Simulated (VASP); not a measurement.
Runs of VASP 6.6.1 on Rh. The structure is that of space group Fm-3m (No. 225), or close to it. The cells are those of the table. 

```tsv
spin	cell	k mesh	gap on the mesh (eV)	pressure (GPa)	moment (μB)
collinear, ferromagnetic start	a = 2.830 Å, angles 60.0°, 1 atom	23 × 23 × 23	none	-19.8	0.00
non-collinear, typed start, SOC	a = 2.725 Å, angles 60.0°, 1 atom	14 × 14 × 14	-	0.4	0.00
collinear, ferromagnetic start	a = 2.761 Å, angles 60.0°, 1 atom	23 × 23 × 23	none	-8.3	0.00
collinear, ferromagnetic start	a = 2.796 Å, angles 60.0°, 1 atom	23 × 23 × 23	none	(a)	0.00
```

Alike in all rows: task single point; level RPBE; potentials or basis VASP PAW PBE potentials, release 64 (Rh_pv); cutoff (eV) 520; smearing fermi-dirac 0.05 eV.

Problem. Estimate the missing entries.

Solution. (a) -14.8.

Caveats: the PAW data sets were made with another functional, which shifts forces and pressure a little; the cell stands under tension (at least some runs).

A k mesh can miss the band edges, and rows without SOC leave out spin-orbit coupling on Rh.

A gap of «none» marks levels without a gap at the run's occupations.
